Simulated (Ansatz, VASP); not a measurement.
BaZrO3: VASP beside Ansatz

```
CELL_PARAMETERS angstrom
4.20298 0.00000 0.00000
0.00000 4.20298 0.00000
0.00000 0.00000 4.20298
ATOMIC_POSITIONS crystal
Ba 0.00000 0.00000 0.00000
Zr 0.50000 0.50000 0.50000
O 0.00000 0.50000 0.50000
O 0.50000 0.00000 0.50000
O 0.50000 0.50000 0.00000
```

Alike in both runs: functional PBE; dispersion D3(BJ); k mesh 6 × 6 × 6; occupations gaussian, width 0.02 eV; no spin polarisation.

Ansatz relaxed the structure, and its values are those at the end. VASP's run is a single point on that final structure, the one shown.

|  | VASP | Ansatz |
| --- | --- | --- |
| version | VASP 6.6.1 | Ansatz 0.2.0 |
| potentials or method | VASP PAW PBE potentials, release 64 (Ba_sv, Zr_sv, O), cutoff 520 eV | scalar-relativistic, plane waves, PAW |
| valence electrons in the cell | 40 | 40 |

```tsv
	VASP	Ansatz	Ansatz less VASP
gap on the k mesh at the Fermi level (eV)	3.17	3.22	+0.050
least direct gap on the mesh (eV)	3.40	3.43	+0.022
pressure (GPa)	1.0	0.0	-1.01
```

Spin-orbit coupling is off throughout.
